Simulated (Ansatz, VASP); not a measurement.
**GaP: VASP beside Ansatz**

```
Ga P
1.0
     0.00000    2.58047    2.58047
     2.58047    0.00000    2.58047
     2.58047    2.58047    0.00000
Ga P
1 1
Direct
  0.00000 0.00000 0.00000
  0.50000 0.50000 0.50000
```

Alike in both runs: task single point; functional PBE; k mesh 12 × 12 × 12; occupations fermi-dirac, width 0.05 eV; non-collinear spin, spin-orbit coupling.

```csv
,VASP,Ansatz
version,VASP 6.6.1,Ansatz 0.2.0
potentials or method,"VASP PAW PBE potentials, release 64 (Ga_d, P), cutoff 520 eV",all-electron LAPW
```

```tsv
	VASP	Ansatz	Ansatz less VASP
pressure (GPa)	0.0	0.0	-0.04
net moment per atom (μB)	0.00	0.00	0.000
```

Ansatz ran all-electron here, and VASP with PAW potentials.
